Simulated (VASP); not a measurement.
Runs of VASP 6.6.1 on La3AlN. The structure is that of space group Pm-3m (No. 221), or close to it. The cells are those of the table. 

```csv
cell,gap on the mesh (eV),pressure (GPa)
"a = 5.140 Å, 5 atoms",none,(b)
"a = 5.011 Å, 5 atoms",none,(c)
"a = 5.222 Å, 5 atoms",none,(a)
"a = 4.967 Å, 5 atoms",none,0.9
"a = 5.098 Å, 5 atoms",none,-4.4
"a = 5.181 Å, 5 atoms",none,-6.9
"a = 4.922 Å, 5 atoms",none,3.2
"a = 5.262 Å, 5 atoms",none,-8.9
```

Alike in all rows: task single point; level LDA; potentials or basis VASP PAW LDA potentials, release 64 (La, Al, N); no spin polarisation; k mesh 5 × 5 × 5; cutoff (eV) 520; smearing gaussian 0.1 eV.

Fill in the values left out.

(a) -8.0; (b) -5.7; (c) -1.1.

Caveats: spin-orbit coupling is left out, which moves the levels of the heavy elements.

A k mesh can miss the band edges, and the runs leave out spin-orbit coupling on La.

A gap of «none» marks levels without a gap at the run's occupations.
